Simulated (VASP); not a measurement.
Wanted: the native input for a VASP 6.6.1 run.

```yaml
Task: single point
Functional: LDA
Potentials_or_basis: VASP PAW LDA potentials, release 64 (Si, O)
Cutoff: 520 eV
k_mesh: 4 × 4 × 4
Occupations: gaussian, width 0.02 eV
Spin: no spin polarisation
Dipole_correction: no
Further_INCAR_settings: LREAL = Auto; ALGO = Normal; EDIFF = 1e-07; NBANDS = 53
```

The structure of SiO2 lies in POSCAR:

```
SiO2
1.0
    7.0094799209      0.0000000000      0.0000000000
    0.0000000000      7.0094799209      0.0000000000
    0.0000000000      0.0000000000      6.5492290688
Si O
5 10
Direct
    0.2683786238      0.0000000000      0.1190776388
    0.0000000000      0.7316213762      0.8809223612
    0.0000000000      0.2683786238      0.8809223612
    0.7316213762      0.0000000000      0.1190776388
    0.0000000000      0.0000000000      0.5000000000
    0.1867257316      0.0000000000      0.3519856074
    0.0000000000      0.8132742684      0.6480143926
    0.0000000000      0.1867257316      0.6480143926
    0.8132742684      0.0000000000      0.3519856074
    0.1878758995      0.1878758995      0.0000000000
    0.1878758995      0.8121241005      0.0000000000
    0.8121241005      0.1878758995      0.0000000000
    0.8121241005      0.8121241005      0.0000000000
    0.5000000000      0.0000000000      0.1218257904
    0.0000000000      0.5000000000      0.8781742096
```

This cell differs from its parent crystal: volume scaled by 1.06, then relaxed in part.

These files were run (other wordings do the same):

INCAR

```
  PREC = Accurate
  ENCUT = 520
  EDIFF = 1E-7
  ISMEAR = 0
  SIGMA = 0.02
  LREAL = Auto
  LASPH = T
  NELM = 100
  ALGO = Normal
  ISIF = 2
  LWAVE = F
  LCHARG = F
  NBANDS = 53
```

KPOINTS

```
regular mesh
0
Gamma
  4 4 4
```

Potentials or basis: VASP PAW LDA potentials, release 64 (Si, O).

Run with:

```bash
$ cat potpaw_LDA.64/Si/POTCAR potpaw_LDA.64/O/POTCAR > POTCAR
$ mpirun -np 1 vasp_std > vasp.out
```

It gave:

```yaml
Pressure: -4.5 GPa
Largest_force: 0.083 eV/Å
Band_gap_on_the_k_mesh: 5.45 eV, indirect (least direct gap 5.49 eV)
```

Wall time 14 min on 1 thread of Intel Xeon 6975P-C, on a shared host, peak memory 0.38 GiB.
